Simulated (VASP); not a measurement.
# Sb in VASP: relaxation of the atoms with PBE

Aim: the relaxation of the atoms of Sb with PBE.

All numbers are computed with VASP 6.6.1; they aren't measurements. Logs are shortened: lines on timing, memory, paths and dates and some standing lists are left out, and cuts for length are marked.

### 1 The cell of the first run

The cell holds a slab with vacuum, 4 atoms: a = 3.389 Å, b = 3.389 Å, c = 24.301 Å, α = 90.00°, β = 90.00°, γ = 120.00°.

### 2 Relaxation of the atoms, PBE

File INCAR:

```
  PREC = Accurate
  ENCUT = 520
  EDIFF = 1E-6
  ISMEAR = -1
  SIGMA = 0.1
  LREAL = F
  LASPH = T
  NELM = 100
  ALGO = Normal
  ISIF = 2
  LWAVE = F
  LCHARG = F
  LDIPOL = T
  IDIPOL = 3
  DIPOL = 0.5 0.5 0.500
  GGA = PE
  IBRION = 2
  NSW = 32
  EDIFFG = -0.01
```

File KPOINTS:

```
regular mesh
0
Gamma
  11 11 1
```

File POSCAR:

```
Sb
1.0
    3.3888387676      0.0000000000      0.0000000000
   -1.6944193838      2.9348204621      0.0000000000
    0.0000000000      0.0000000000     24.3009000000
Sb
4
Direct
    0.0000000000      0.0000000000      0.3306211823
    0.3333333333      0.6666666667      0.4318175368
    0.6666666667      0.3333333333      0.5681823464
    0.0000000000      0.0000000000      0.6693789339
```

Potentials or basis: VASP PAW PBE potentials, release 64 (Sb).

Launch:

```bash
$ cat potpaw_PBE.64/Sb/POTCAR > POTCAR
$ mpirun -np 1 vasp_std > vasp.out
```

OUTCAR:

```text
PREC = Accurate
   ENCUT = 520
   EDIFF = 1E-6
   ISMEAR = -1
   LREAL = F
   LASPH = T
   NELM = 100
   ISIF = 2
   GGA = PE
   IBRION = 2
   NSW = 32
   EDIFFG = -0.01

 ion  position               nearest neighbor table
   1  0.000  0.000  0.331-   2 3.14   2 3.14   2 3.14
   2  0.333  0.667  0.432-   1 3.14   1 3.14   1 3.14
   3  0.667  0.333  0.568-   4 3.14   4 3.14   4 3.14
   4  0.000  0.000  0.669-   3 3.14   3 3.14   3 3.14

  LATTYP: Found a hexagonal cell.
 ALAT       =     3.3888387676
 C/A-ratio  =     7.1708634333

  Lattice vectors:

 A1 = (   3.3888387676,   0.0000000000,   0.0000000000)
 A2 = (  -1.6944193838,   2.9348204621,   0.0000000000)
 A3 = (   0.0000000000,   0.0000000000,  24.3009000000)

Analysis of symmetry for initial positions (statically):
=====================================================================
 Subroutine PRICEL returns:
 Original cell was already a primitive cell.

 Routine SETGRP: Setting up the symmetry group for a
 hexagonal supercell.

 Subroutine GETGRP returns: Found 12 space group operations
 (whereof 12 operations were pure point group operations)
 out of a pool of 24 trial point group operations.

The static configuration has the point symmetry D_3d.

Analysis of symmetry for dynamics (positions and initial velocities):
=====================================================================
 Subroutine PRICEL returns:
 Original cell was already a primitive cell.

 Routine SETGRP: Setting up the symmetry group for a
 hexagonal supercell.

 Subroutine GETGRP returns: Found 12 space group operations
 (whereof 12 operations were pure point group operations)
 out of a pool of 24 trial point group operations.

The dynamic configuration has the point symmetry D_3d.

 Subroutine INISYM returns: Found 12 space group operations
 (whereof 12 operations are pure point group operations),
 and found     1 'primitive' translations

----------------------------------------------------------------------------------------

                                     Primitive cell

  volume of cell :     241.6878

  direct lattice vectors                    reciprocal lattice vectors
     3.388838768  0.000000000  0.000000000     0.295086332  0.170368173  0.000000000
    -1.694419384  2.934820462  0.000000000     0.000000000  0.340736346  0.000000000
     0.000000000  0.000000000 24.300900000     0.000000000  0.000000000  0.041150739

  length of vectors
     3.388838768  3.388838768 24.300900000     0.340736346  0.340736346  0.041150739

  position of ions in fractional coordinates (direct lattice)
     0.000000000  0.000000000  0.330621182
     0.333333333  0.666666667  0.431817537
     0.666666667  0.333333333  0.568182346
     0.000000000  0.000000000  0.669378934

  ion indices of the primitive-cell ions
   primitive index   ion index
                 1           1
                 2           2
                 3           3
                 4           4

----------------------------------------------------------------------------------------

 KPOINTS: regular mesh

Automatic generation of k-mesh.
 Grid dimensions read from file:
 generate k-points for:   11   11    1

 Generating k-lattice:

  Cartesian coordinates                     Fractional coordinates (reciprocal lattice)
     0.026826030  0.015488016  0.000000000     0.090909091  0.000000000  0.000000000
     0.000000000  0.030976031  0.000000000     0.000000000  0.090909091  0.000000000
     0.000000000  0.000000000  0.041150739     0.000000000  0.000000000  1.000000000

  Length of vectors
     0.030976031  0.030976031  0.041150739

  Shift w.r.t. Gamma in fractional coordinates (k-lattice)
     0.000000000  0.000000000  0.000000000

 Subroutine IBZKPT returns following result:
 ===========================================

 Found     16 irreducible k-points:

 Following reciprocal coordinates:
            Coordinates               Weight
  0.000000  0.000000  0.000000      1.000000
  0.090909  0.000000  0.000000      6.000000
  0.181818  0.000000  0.000000      6.000000
  0.272727  0.000000  0.000000      6.000000
  0.363636 -0.000000  0.000000      6.000000
  0.454545 -0.000000  0.000000      6.000000
[... 8 lines left out ...]
  0.272727  0.272727  0.000000      6.000000
  0.363636  0.272727  0.000000      6.000000
   k-points           NKPTS =     16   k-points in BZ     NKDIM =     16   number of bands    NBANDS=     14
   number of dos      NEDOS =    301   number of ions     NIONS =      4
   total plane-waves  NPLWV = 150528
   dimension x,y,z NGX =    28 NGY =   28 NGZ =  192
   dimension x,y,z NGXF=    56 NGYF=   56 NGZF=  384
   ions per type =               4
   NGX,Y,Z   is equivalent  to a cutoff of  13.74, 13.74, 13.13 a.u.
   NGXF,Y,Z  is equivalent  to a cutoff of  27.47, 27.47, 26.27 a.u.
 SYSTEM =  unknown system
   PREC   = accura    normal or accurate (medium, high low for compatibility)
   ISTART =      0    job   : 0-new  1-cont  2-samecut
   ICHARG =      2    charge: 1-file 2-atom 10-const
   ISPIN  =      1    spin polarized calculation?
   LNONCOLLINEAR =      F non collinear calculations
   LSORBIT =      F    spin-orbit coupling
   LASPH  =      T    aspherical Exc in radial PAW
   ENCUT  =  520.0 eV  38.22 Ry    6.18 a.u.   6.30  6.30 45.18*2*pi/ulx,y,z
   NELM   =    100;   NELMIN=  2; NELMDL= -5     # of ELM steps
   EDIFF  = 0.1E-05   stopping-criterion for ELM
   LREAL  =      F    real-space projection
   EDIFFG = -.1E-01   stopping-criterion for IOM
   NSW    =     32    number of steps for IOM
   IBRION =      2    ionic relax: 0-MD 1-quasi-New 2-CG
   NFREE  =      1    steps in history (QN), initial steepest desc. (CG)
   ISIF   =      2    stress and relaxation
   ISYM   =      2    0-nonsym 1-usesym 2-fastsym
   POTIM  = 0.5000    time-step for ionic-motion
   TEBEG  =    0.0;   TEEND  =   0.0 temperature during run
   PSTRESS=    0.0 pullay stress
   NELECT =      20.0000    total number of electrons
   NUPDOWN=      -1.0000    fix difference up-down
   EMIN   =  10.00;   EMAX   =-10.00  energy-range for DOS
   EFERMI =   0.00;   METHOD = LEGACY
   ISMEAR =    -1;   SIGMA  =   0.10  broadening in eV -4-tet -1-fermi 0-gaus
   EFERMI_NEDOS =   21; number of points for ismear=-14 and -15
   IALGO  =     38    algorithm
   IMIX   =      4    mixing-type and parameters
     AMIX     =   0.40;   BMIX     =  1.00
     AMIX_MAG =   1.60;   BMIX_MAG =  1.00
  volume/ion in A,a.u.               =      60.42       407.75
  Fermi-wavevector in a.u.,A,eV,Ry     =   0.713400  1.348131  6.924547  0.508940
  Thomas-Fermi vector in A             =   1.801028
   LORBIT       =      0    0 simple, 1 ext, 2 COOP (PROOUT), +10 PAW based schemes
   GGA     = PE    functional components
   LHFCALC =     F    Hartree Fock is set to
   AEXX    =    0.0000 exact exchange contribution
   IVDW    =     0    specifies the selected vdW correction
   LEPSILON=     F    determine dielectric tensor
   LRPA    =     F    only Hartree local field effects (RPA)
 conjugate gradient relaxation of ions
 non-spin polarized calculation
  energy-cutoff  :      520.00
  volume of cell :      241.69
 maximum number of plane-waves:      6535
 NGX is ok and might be reduce to    28
   NGX = 13   NGY = 13   NGZ = 91

 dipolmoment           0.000000      0.000000     -0.000000 electrons x Angstroem

 number of electron      20.0000000 magnetization

 dipolmoment           0.000000      0.000000      0.000000 electrons x Angstroem

 Free energy of the ion-electron system (eV)
  ---------------------------------------------------
  ext. energy  EPLUGINS =         0.00000000
  ---------------------------------------------------
  free energy    TOTEN  =       -15.09352341 eV

  energy without entropy =      -14.99907136  energy(sigma->0) =      -15.04629738

 E-fermi :   1.6356     XC(G=0):  -5.1879

 val. band max:        1.5672214290   @ k =   0.3636   0.0909   0.0000
 cond. band min:       1.7161443360   @ k =   0.2727   0.1818   0.0000
 fundamental gap:      0.1489229070
 Fermi energy:         1.6356350108

 k-point     1 :       0.0000    0.0000    0.0000
  band No.  band energies     occupation
      1     -11.1427      2.00000
      2     -10.9400      2.00000
      3      -8.5748      2.00000
      4      -7.9469      2.00000
      5      -3.0258      2.00000
      6      -1.5057      2.00000
      7       2.0613      0.02795
      8       3.9034      0.00000
      9       5.0940      0.00000
     10       5.0940      0.00000
     11       5.2030      0.00000
     12       5.2030      0.00000
     13       5.2730      0.00000
     14       5.8836      0.00000

 k-point     2 :       0.0909    0.0000    0.0000
  band No.  band energies     occupation
      1     -10.9995      2.00000
      2     -10.7970      2.00000
      3      -8.4416      2.00000
      4      -7.8184      2.00000
      5      -2.8843      2.00000
      6      -1.3751      2.00000
      7       2.1123      0.01688
      8       3.6388      0.00000
      9       3.8873      0.00000
     10       4.1701      0.00000
     11       4.5951      0.00000
     12       4.7555      0.00000
     13       5.4112      0.00000
     14       5.4855      0.00000

 k-point     3 :       0.1818    0.0000    0.0000
  band No.  band energies     occupation
      1     -10.5728      2.00000
      2     -10.3709      2.00000
      3      -8.0490      2.00000
      4      -7.4426      2.00000
      5      -2.4697      2.00000
      6      -1.0057      2.00000
      7       1.2588      1.95485
      8       1.5234      1.50874
      9       2.7357      0.00003
     10       3.5351      0.00000
     11       3.7235      0.00000
     12       3.9179      0.00000
     13       3.9645      0.00000
     14       4.4018      0.00000

 k-point     4 :       0.2727    0.0000    0.0000
  band No.  band energies     occupation
      1      -9.8730      2.00000
      2      -9.6737      2.00000
      3      -7.4305      2.00000
      4      -6.8650      2.00000
      5      -1.8513      2.00000
      6      -0.9101      2.00000
      7      -0.7295      2.00000
      8      -0.3614      2.00000
      9       1.5579      1.37030
     10       1.9760      0.06439
     11       2.9314      0.00000
     12       3.1149      0.00000
     13       3.1396      0.00000
     14       4.4878      0.00000

 k-point     5 :       0.3636   -0.0000    0.0000
  band No.  band energies     occupation
      1      -8.9346      2.00000
      2      -8.7453      2.00000
      3      -6.7207      2.00000
      4      -6.2702      2.00000
      5      -2.7235      2.00000
      6      -2.4790      2.00000
      7      -1.3265      2.00000
      8      -0.6121      2.00000
      9       0.0818      2.00000
     10       1.1109      1.98953
     11       2.3585      0.00145
[... 140 lines left out ...]
 k-point    14 :       0.3636    0.1818    0.0000
  band No.  band energies     occupation
      1      -7.5365      2.00000
      2      -7.4092      2.00000
      3      -6.2738      2.00000
      4      -6.0666      2.00000
      5      -3.1433      2.00000
      6      -2.6949      2.00000
      7      -2.0258      2.00000
      8      -1.5534      2.00000
      9      -0.5084      2.00000
     10      -0.3151      2.00000
     11       0.7482      1.99972
     12       1.5610      1.35672
     13       2.0120      0.04536
     14       2.5578      0.00020

 k-point    15 :       0.2727    0.2727    0.0000
  band No.  band energies     occupation
      1      -7.5863      2.00000
      2      -7.4324      2.00000
      3      -6.1173      2.00000
      4      -5.9362      2.00000
      5      -2.5070      2.00000
      6      -2.2238      2.00000
      7      -2.0416      2.00000
      8      -1.9189      2.00000
      9      -0.9939      2.00000
     10      -0.5095      2.00000
     11       0.5629      1.99996
     12       0.9602      1.99767
     13       1.3698      1.86908
     14       2.4331      0.00069

 k-point    16 :       0.3636    0.2727    0.0000
  band No.  band energies     occupation
      1      -6.8221      2.00000
      2      -6.7925      2.00000
      3      -6.3128      2.00000
      4      -6.2182      2.00000
      5      -2.7601      2.00000
      6      -2.4256      2.00000
      7      -1.8953      2.00000
      8      -1.7701      2.00000
      9      -1.3808      2.00000
     10      -1.2801      2.00000
     11      -0.0260      2.00000
     12       0.5140      1.99997
     13       2.1729      0.00924
     14       2.4262      0.00074

------------------------ aborting loop because EDIFF is reached ----------------------------------------

 vacuum level on the upper side and lower side of the slab       (xc-potential included)        -0.176        -0.176

  FORCE on cell =-STRESS in cart. coord.  units (eV):
  Direction    XX          YY          ZZ          XY          YZ          ZX
  --------------------------------------------------------------------------------------
  -------------------------------------------------------------------------------------
  Total        0.1414680      0.1414680     -0.0437486      0.0000000     -0.0000000      0.0000000
  in kB        0.9378082      0.9378082     -0.2900144      0.0000000     -0.0000000      0.0000000
  external PRESSURE =       0.5285340 kB  Pullay stress =       0.0000000 kB

 VOLUME and BASIS-vectors are now :
 -----------------------------------------------------------------------------
  energy-cutoff  :      520.00
  volume of cell :      241.69
      direct lattice vectors                 reciprocal lattice vectors
     3.388838768  0.000000000  0.000000000     0.295086332  0.170368173  0.000000000
    -1.694419384  2.934820462  0.000000000     0.000000000  0.340736346  0.000000000
     0.000000000  0.000000000 24.300900000     0.000000000  0.000000000  0.041150739

 POSITION                                       TOTAL-FORCE (eV/Angst)
 -----------------------------------------------------------------------------------
      0.00000      0.00000      8.03439        -0.000000     -0.000000      0.003207
     -0.00000      1.95655     10.49355         0.000000     -0.000000      0.003497
      1.69442      0.97827     13.80734        -0.000000      0.000000     -0.003497
      0.00000      0.00000     16.26651        -0.000000      0.000000     -0.003207
 -----------------------------------------------------------------------------------
    total drift:                               -0.000000      0.000000      0.000013

  FREE ENERGIE OF THE ION-ELECTRON SYSTEM (eV)
  ---------------------------------------------------
  free  energy   TOTEN  =       -15.0935234133 eV

  energy  without entropy=      -14.9990713556  energy(sigma->0) =      -15.04629738

 reached required accuracy - stopping structural energy minimisation

 vacuum level on the upper side and lower side of the slab         5.472         5.472
```

Run time: 2.3 min. Hardware: 1 thread of AMD EPYC 7R43 (Zen 3), shared host; peak memory 0.34 GiB.

What came out:

| Property | Result |
| --- | --- |
| Free energy | -15.0935 eV |
| Largest force after relaxing | 0.003 eV/Å |
| Band gap on the k mesh | zero (bands 10 and 11 overlap by 5.12 eV) |

Forces in eV/Å, atoms in the order of the input:
```
Sb   0.000  0.000  0.003
Sb   0.000  0.000  0.003
Sb   0.000  0.000 -0.003
Sb   0.000  0.000 -0.003
```

Final structure:
```yaml
crystal:
  lattice:
    - [3.38884, 0.00000, 0.00000]
    - [-1.69442, 2.93482, 0.00000]
    - [0.00000, 0.00000, 24.30090]
  atoms:
    - { symbol: Sb, position: [0.00000, 0.00000, 0.33062] }
    - { symbol: Sb, position: [0.33333, 0.66667, 0.43182] }
    - { symbol: Sb, position: [0.66667, 0.33333, 0.56818] }
    - { symbol: Sb, position: [0.00000, 0.00000, 0.66938] }
```

Levels at points of the mesh, in eV from the Fermi level:
```tsv
k point	band 7	band 8	band 9	band 10	band 11	band 12	band 13	band 14
(0.00, 0.00, 0.00)	0.43	2.27	3.46	3.46	3.57	3.57	3.64	4.25
```

Caveat: the relaxation stopped at its first step, so nothing moved; spin-orbit coupling is left out, which moves the levels of the heavy elements.

The gap in the log of VASP goes by the Fermi energy; the results here count the filled bands.